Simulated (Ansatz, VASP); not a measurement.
**In: VASP beside Ansatz**

```
CELL_PARAMETERS angstrom
-1.70321 1.70321 1.52588
1.70321 -1.70321 1.52588
1.70321 1.70321 -1.52588
ATOMIC_POSITIONS crystal
In 0.00000 0.00000 0.00000
```

Alike in both runs: task single point; functional PBEsol; k mesh 8 × 8 × 8; occupations gaussian, width 0.1 eV; no spin polarisation.

|  | VASP | Ansatz |
| --- | --- | --- |
| version | VASP 6.6.1 | Ansatz 0.2.0 |
| potentials or method | VASP PAW PBE potentials, release 64 (In_d), cutoff 500 eV | scalar-relativistic, plane waves, PAW |
| valence electrons in the cell | 13 | 13 |

Ansatz gave:

```
gap on the k mesh at the Fermi level (eV)                     : none
pressure (GPa)                                                : 43.5
traceless stress, the component that is largest in VASP (GPa) : -0.28
```

Problem. Which values does VASP return?

Solution. gap on the k mesh at the Fermi level (eV): none; pressure (GPa): 43.6; traceless stress, the component that is largest in VASP (GPa): -0.26.

VASP's potentials were made for PBE, not for PBEsol. A gap of «none» marks a metal or a gap that the smearing closes. Both programs put the cell under a high pressure, so it lies far from rest at this level.
